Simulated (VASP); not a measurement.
Crystal: CdSe.

```
Cd Se
1.0
     4.00373    0.00000    0.00000
     0.00000    4.00373    0.00000
     0.00000    0.00000    4.00373
Cd Se
1 1
Direct
  0.50000 0.50000 0.50000
  0.00000 0.00000 0.00000
```

| Item | Value |
| --- | --- |
| Program | VASP 6.6.1 |
| Task | relaxation of cell and atoms |
| Functional | PBE |
| Potentials or basis | VASP PAW PBE potentials, release 64 (Cd, Se) |
| Cutoff | 600 eV |
| k mesh | 4 × 4 × 4 |
| Occupations | gaussian, width 0.1 eV |
| Spin | no spin polarisation |

At the start: pressure -8.4 GPa; volume 32.09 Å³/atom.

Problem. Where does the relaxation end?

Solution. Over 4 steps the energy falls by 353.1 meV/atom and the volume is 22.65 Å³/atom (-29.4 %); space group Pm-3m (No. 221, to 0.05 Å).

Step by step:
| step | energy change (eV) | largest force (eV/Å) | pressure (GPa) | volume (Å³) |
| --- | --- | --- | --- | --- |
| 1 | 0.0000 | 0.0000 | -8.42 | 64.18 |
| 2 | -0.6421 | 0.0000 | -4.27 | 49.76 |
| 3 | -0.7057 | 0.0000 | -0.49 | 45.76 |
| 4 | -0.7063 | 0.0000 | 0.09 | 45.31 |

Final structure:
```
CELL_PARAMETERS angstrom
3.56500 0.00000 0.00000
0.00000 3.56500 0.00000
0.00000 0.00000 3.56500
ATOMIC_POSITIONS crystal
Cd 0.50000 0.50000 0.50000
Se 0.00000 0.00000 0.00000
```

Caveat: the k points lie up to 0.44 Å⁻¹ apart in the final cell; the volume moved by over 15 % at a fixed basis, so the end points are rough.
